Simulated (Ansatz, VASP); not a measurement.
## CdS in VASP and in Ansatz

```xyz
4
Lattice="3.7896 0.0000 0.0000 0.0000 5.3820 0.0000 0.0000 0.0000 4.1488" Properties=species:S:1:pos:R:3 pbc="T T T"
Cd    1.8948    2.6910    1.0509
Cd    0.0000    0.0000    3.0979
S     1.8948    0.0000    1.0735
S     0.0000    2.6910    3.0753
```

Alike in both runs: task single point; functional PBE; k mesh 10 × 8 × 10; occupations gaussian, width 0.05 eV; no spin polarisation.

|  | VASP | Ansatz |
| --- | --- | --- |
| version | VASP 6.6.1 | Ansatz 0.2.0 |
| potentials or method | VASP PAW PBE potentials, release 64 (Cd, S), cutoff 520 eV | scalar-relativistic, plane waves, PAW |
| valence electrons in the cell | 36 | 52 |

Ansatz gave:

```
gap on the k mesh at the Fermi level (eV)                     : none
pressure (GPa)                                                : -1.1
traceless stress, the component that is largest in VASP (GPa) : -3.47
rms of the force components (eV/Å)                            : 0.052
```

Task: What did VASP give for the same quantities?

Result: gap on the k mesh at the Fermi level (eV): none; pressure (GPa): -0.8; traceless stress, the component that is largest in VASP (GPa): -3.49; rms of the force components (eV/Å): 0.055.

Atom by atom the forces differ by 0.003 eV/Å (rms over components). A gap of «none» marks a metal or a gap that the smearing closes. The functional is the same, so the differences come from potentials, cutoffs and numerics. VASP's potentials hold 36 valence electrons a cell and Ansatz's 52, so a difference there can come from the potentials and not from the codes.
